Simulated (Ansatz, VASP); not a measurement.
## FeO: VASP beside Ansatz

File INCAR:

```
SYSTEM = FeO
PREC = Accurate
ENCUT = 600
EDIFF = 1E-6
ISMEAR = 0
SIGMA = 0.05
LREAL = .FALSE.
LASPH = .TRUE.
NELM = 200
ALGO = Normal
ISIF = 2
LWAVE = .FALSE.
LCHARG = .TRUE.
ISPIN = 2
MAGMOM = 3.57 -3.57 0 0
LORBIT = 11
LMAXMIX = 4
LDAU = .TRUE.
LDAUTYPE = 2
LDAUL = 2 -1
LDAUU = 3 0
LDAUJ = 0 0
LDAUPRINT = 1
LELF = .TRUE.
LVHAR = .TRUE.
NBANDS = 34
GGA_COMPAT = .FALSE.
```

Contents of KPOINTS:

```
regular mesh
0
G
  5 5 5
  0 0 0
```

POSCAR

```
FeO
1.0
    3.5023808100      0.0000000000      0.0000000000
    0.0000000000      3.5023808100      0.0000000000
    0.0000000000      0.0000000000      4.3604723100
Fe O
2 2
Direct
    0.0000000000      0.5000000000      0.0000000000
    0.5000000000      0.0000000000      0.5000000000
    0.0000000000      0.0000000000      0.2500000000
    0.0000000000      0.0000000000      0.7500000000
```

Input for Ansatz:

```yaml
crystal:
  lattice:
    - [3.50238081, 0.0, 0.0]
    - [0.0, 3.50238081, 0.0]
    - [0.0, 0.0, 4.36047231]
  atoms:
    - { symbol: Fe, position: [0.0, 0.5, 0.0], spin: 4.0 }
    - { symbol: Fe, position: [0.5, 0.0, 0.5], spin: -4.0 }
    - { symbol: O, position: [0.0, 0.0, 0.25] }
    - { symbol: O, position: [0.0, 0.0, 0.75] }
basis:
  ecutwfc: 420
  ecutrho_ratio: 4
kpoints:
  mp_grid: { grid: [5, 5, 5] }
hamiltonian:
  xc: lda
  hubbard:
    sites:
      - { site: 0, l: d, u_eff: 3.0, starting_ns: [{ spin: up, occupation_matrix: s0up }, { spin: down, occupation_matrix: s0down }] }
      - { site: 1, l: d, u_eff: 3.0, starting_ns: [{ spin: up, occupation_matrix: s1up }, { spin: down, occupation_matrix: s1down }] }
    occupation_matrices:
      s0up:
        matrix:
          - [0.97, 0.0, 0.0, 0.0, 0.0]
          - [0.0, 0.97, 0.0, 0.0, 0.0]
          - [0.0, 0.0, 0.97, 0.0, 0.0]
          - [0.0, 0.0, 0.0, 0.97, 0.0]
          - [0.0, 0.0, 0.0, 0.0, 0.97]
      s0down:
        matrix:
          - [0.41473, 0.0, 0.0, -0.46817, 0.0]
          - [0.0, 0.02, 0.0, 0.0, 0.0]
          - [0.0, 0.0, 0.02, 0.0, 0.0]
          - [-0.46817, 0.0, 0.0, 0.57527, 0.0]
          - [0.0, 0.0, 0.0, 0.0, 0.02]
      s1up:
        matrix:
          - [0.41473, 0.0, 0.0, 0.46817, 0.0]
          - [0.0, 0.02, 0.0, 0.0, 0.0]
          - [0.0, 0.0, 0.02, 0.0, 0.0]
          - [0.46817, 0.0, 0.0, 0.57527, 0.0]
          - [0.0, 0.0, 0.0, 0.0, 0.02]
      s1down:
        matrix:
          - [0.97, 0.0, 0.0, 0.0, 0.0]
          - [0.0, 0.97, 0.0, 0.0, 0.0]
          - [0.0, 0.0, 0.97, 0.0, 0.0]
          - [0.0, 0.0, 0.0, 0.97, 0.0]
          - [0.0, 0.0, 0.0, 0.0, 0.97]
    ns_hold: { iters: 8 }
scf:
  occupations: { method: gaussian, width: 0.05 }
  lower_state_search: "off"
  max_iter: 150
output:
  forces: true
  stress: true
  eigenvalues: true
  populations: true
  hubbard: { sites: [{ site: 0, l: d }, { site: 1, l: d }] }
  write_density: true
  write_potential: true
  elf: true
  volumetric_format: npy
magnetization:
  spin_polarized: true
```

Alike in both runs: task single point; functional LDA; k mesh 5 × 5 × 5; occupations gaussian, width 0.05 eV; collinear spin; Hubbard terms Fe d U = 3.0 eV.

|  | VASP | Ansatz |
| --- | --- | --- |
| version | VASP 6.6.1 | Ansatz 0.2.0 |
| potentials or method | VASP PAW LDA potentials, release 64 (Fe_sv, O), cutoff 600 eV | scalar-relativistic, plane waves, PAW |
| valence electrons in the cell | 44 | 44 |

|  | VASP | Ansatz | Ansatz less VASP |
| --- | --- | --- | --- |
| gap on the k mesh at the Fermi level (eV) | none | none | - |
| pressure (GPa) | -13.2 | -9.2 | +3.97 |
| traceless stress, the component that is largest in VASP (GPa) | 34.85 | 35.08 | +0.226 |
| net moment per atom (μB) | 0.00 | 0.00 | 0.000 |
| size of the moment on the site where the two differ most (μB) | 3.38 | 3.24 | -0.141 |

LDA's correlation is that of Perdew and Zunger in VASP and of Perdew and Wang (1992) in Ansatz. Site moments also hang on the region over which each program counts them. The programs project onto different local orbitals, so the same U acts differently, and such runs can settle in different states. A gap of «none» marks a metal or a gap that the smearing closes. Ansatz's warnings: filled band counts differ across k points.
